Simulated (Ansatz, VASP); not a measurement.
# Two plane-wave programs on MoS2

```
Mo S
1.0
     3.30636    0.00000    0.00000
    -1.65318    2.57773    0.00000
     0.00000    0.00000   12.57882
Mo S
2 4
Direct
  0.33333 0.66667 0.25000
  0.66667 0.33333 0.75000
  0.33333 0.66667 0.62605
  0.66667 0.33333 0.12605
  0.33333 0.66667 0.87395
  0.66667 0.33333 0.37395
```

Change from the starting cell: strain +0.0525 x Voigt [1, -1, 0, 0, 0, 0], atoms carried along.

Alike in both runs: task single point; functional PBEsol; k mesh 12 × 12 × 2; occupations gaussian, width 0.05 eV; no spin polarisation.

|  | VASP | Ansatz |
| --- | --- | --- |
| version | VASP 6.6.1 | Ansatz 0.2.0 |
| potentials or method | VASP PAW PBE potentials, release 64 (Mo_sv, S), cutoff 520 eV | scalar-relativistic, plane waves, PAW |
| valence electrons in the cell | 52 | 52 |

VASP gave:

- gap on the k mesh at the Fermi level (eV): 1.04
- least direct gap on the mesh (eV): 1.72
- pressure (GPa): 1.3
- traceless stress, the component that is largest in VASP (GPa): 9.58
- rms of the force components (eV/Å): 0.366

**Question.** What did Ansatz give for the same quantities?

**Answer.** gap on the k mesh at the Fermi level (eV): 1.03; least direct gap on the mesh (eV): 1.71; pressure (GPa): 1.3; traceless stress, the component that is largest in VASP (GPa): 9.56; rms of the force components (eV/Å): 0.367.

VASP's potentials were made for PBE, not for PBEsol. Atom by atom the forces differ by 0.001 eV/Å (rms over components).
